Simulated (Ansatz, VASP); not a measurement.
**Two plane-wave programs on MgO**

Contents of POSCAR:

```
MgO
1.0
    3.1583724712      0.0000000000      0.0000000000
   -1.5791862356      2.7352307946      0.0000000000
    0.0000000000      0.0000000000      2.6796800000
Mg O
1 1
Direct
    0.0000000000      0.0000000000      0.0000000000
    0.3333333333      0.6666666667      0.5000000000
```

INCAR.step1

```
PREC = Accurate ; ENCUT = 520
ISMEAR = 0 ; SIGMA = 0.05
LREAL = F ; LASPH = T
NELM = 60 ; NBANDS = 11
GGA = PE ; ALGO = Normal
EDIFF = 1E-4 ; LWAVE = T
LCHARG = F
```

Contents of INCAR.step2:

```
PREC = Accurate ; ENCUT = 520
EDIFF = 1E-7 ; ISMEAR = 0
SIGMA = 0.05 ; LREAL = F
LASPH = T ; NELM = 60
ALGO = Normal ; ISIF = 2
LWAVE = F ; LCHARG = F
METAGGA = R2SCAN ; LMIXTAU = T
NBANDS = 11 ; ISTART = 1
```

The input KPOINTS:

```
regular mesh
0
Gamma
  9 9 8
```

Input for Ansatz:

```yaml
crystal:
  lattice:
    - [3.1583724712, 0.0, 0.0]
    - [-1.5791862356, 2.7352307946, 0.0]
    - [0.0, 0.0, 2.67968]
  atoms:
    - { symbol: Mg, position: [0.0, 0.0, 0.0] }
    - { symbol: O, position: [0.3333333333, 0.6666666667, 0.5] }
basis:
  ecutwfc: 500
kpoints:
  mp_grid: { grid: [9, 9, 8] }
hamiltonian:
  xc: r2scan
scf:
  occupations: { method: gaussian, width: 0.05 }
output:
  forces: true
  stress: true
  eigenvalues: true
```

Change from the starting cell: strain +0.0750 x Voigt [1, 1, 0, 0, 0, 0], atoms carried along.

Alike in both runs: task single point; functional r2SCAN; k mesh 9 × 9 × 8; occupations gaussian, width 0.05 eV; no spin polarisation.

|  | VASP | Ansatz |
| --- | --- | --- |
| version | VASP 6.6.1 | Ansatz 0.2.0 |
| potentials or method | VASP PAW PBE potentials, release 64 (Mg, O), cutoff 520 eV | scalar-relativistic, plane waves, PAW |
| valence electrons in the cell | 8 | 16 |

|  | VASP | Ansatz | Ansatz less VASP |
| --- | --- | --- | --- |
| gap on the k mesh at the Fermi level (eV) | 2.24 | 2.27 | +0.028 |
| least direct gap on the mesh (eV) | 2.50 | 2.53 | +0.025 |
| pressure (GPa) | -18.7 | -17.8 | +0.83 |
| traceless stress, the component that is largest in VASP (GPa) | 18.51 | 18.57 | +0.061 |

VASP's potentials were made for PBE, not for r2SCAN. VASP's potentials hold 8 valence electrons a cell and Ansatz's 16, so a difference there can come from the potentials and not from the codes.
